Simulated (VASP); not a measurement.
The system is Be.

```xyz
2
Lattice="2.2853 0.0000 0.0000 -1.1426 1.9791 0.0000 0.0000 0.0000 3.5842" Properties=species:S:1:pos:R:3 pbc="T T T"
Be    0.0000    1.3194    0.8961
Be    1.1427    0.6597    2.6882
```

- Program: VASP 6.6.1
- Task: relaxation of cell and atoms
- Functional: PBEsol
- Potentials or basis: VASP PAW PBE potentials, release 64 (Be)
- Cutoff: 600 eV
- k mesh: 10 × 10 × 6
- Occupations: gaussian, width 0.05 eV
- Spin: no spin polarisation

At the start: pressure -3.3 GPa; volume 8.11 Å³/atom.

Question: Where does the relaxation end?

Answer: Over 3 steps the energy falls by 3.3 meV/atom and the volume is 7.89 Å³/atom (-2.6 %); space group P6_3/mmc (No. 194, to 0.1 Å) before and after.

The path:
```
step  energy change (eV)  largest force (eV/Å)  pressure (GPa)  volume (Å³)
   1              0.0000                0.0000           -3.30        16.21
   2             -0.0065                0.0000           -0.32        15.82
   3             -0.0065                0.0000           -0.06        15.79
```

Final structure:
```cif
data_structure
_symmetry_space_group_name_H-M 'P 1'
_symmetry_Int_Tables_number 1
_cell_length_a 2.2748
_cell_length_b 2.2748
_cell_length_c 3.5232
_cell_angle_alpha 90.000
_cell_angle_beta 90.000
_cell_angle_gamma 120.000
_cell_volume 15.79
loop_
_atom_site_label
_atom_site_type_symbol
_atom_site_fract_x
_atom_site_fract_y
_atom_site_fract_z
_atom_site_occupancy
Be1 Be 0.33333 0.66667 0.25000 1
Be2 Be 0.66667 0.33333 0.75000 1
```

Caveat: the PAW data sets were made with another functional, which shifts forces and pressure a little.
